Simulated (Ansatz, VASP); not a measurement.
# SrO in VASP and in Ansatz

```
Sr O
1.0
     0.00000    2.77832    2.81550
     2.77832    0.00000    2.81550
     2.77832    2.77832    0.00000
Sr O
1 1
Cartesian
  0.0000 0.0000 0.0000
  1.3892 1.3892 1.4078
```

Change from the starting cell: epitaxial_xy strain -0.5%.

Alike in both runs: task single point; functional r2SCAN; k mesh 8 × 8 × 8; no spin polarisation.

```csv
,VASP,Ansatz
version,VASP 6.6.1,Ansatz 0.2.0
potentials or method,"VASP PAW PBE potentials, release 64 (Sr_sv, O)","plane waves, PAW"
plane-wave cutoff (eV),520,500
occupations,"gaussian, width 0.01 eV",fixed
valence electrons in the cell,16,16
```

Ansatz gave:

```
gap on the k mesh at the Fermi level (eV)                     : 2.89
pressure (GPa)                                                : 0.1
traceless stress, the component that is largest in VASP (GPa) : -0.10
```

**Question.** Which values does VASP return?

**Answer.** gap on the k mesh at the Fermi level (eV): 2.90; pressure (GPa): 0.6; traceless stress, the component that is largest in VASP (GPa): -0.09.

VASP's potentials were made for PBE, not for r2SCAN.
